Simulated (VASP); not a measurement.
Set up this calculation in VASP 6.6.1, as the native input.

| Property | Result |
| --- | --- |
| Task | single point |
| Functional | PBE |
| Potentials or basis | VASP PAW PBE potentials, release 64 (Rb_sv) |
| Cutoff | 520 eV |
| k mesh | 11 × 11 × 11 |
| Occupations | fermi-dirac, width 0.08 eV |
| Spin | no spin polarisation |
| Dipole correction | no |
| Further INCAR settings | ALGO = Normal; EDIFF = 1e-06; NBANDS = 10 |

The structure of Rb lies in POSCAR:

```
Rb
1.0
   -2.5175469566      2.5175469566      2.5175469566
    2.5175469566     -2.5175469566      2.5175469566
    2.5175469566      2.5175469566     -2.5175469566
Rb
1
Direct
    0.0000000000      0.0000000000      0.0000000000
```

The input as run:

INCAR

```
SYSTEM = Rb
PREC = Accurate
ENCUT = 520
EDIFF = 1E-6
ISMEAR = -1
SIGMA = 0.08
LREAL = .False.
LASPH = .True.
NELM = 60
ALGO = Normal
ISIF = 2
LWAVE = .False.
LCHARG = .False.
GGA = PE
NBANDS = 10
```

KPOINTS

```
Automatic mesh
0
Gamma
  11 11 11
  0 0 0
```

Potentials or basis: VASP PAW PBE potentials, release 64 (Rb_sv).

Launch:

```sh
$ cat potpaw_PBE.64/Rb_sv/POTCAR > POTCAR
$ mpirun -np 1 vasp_std > vasp.out
```

It gave:

```
Pressure               : 1.9 GPa
Band gap on the k mesh : zero (an odd number of electrons rules out a gap without spin polarisation)
```

It took 24 s on 1 thread of Intel Xeon 8259CL (shared host), peak memory 0.19 GiB.
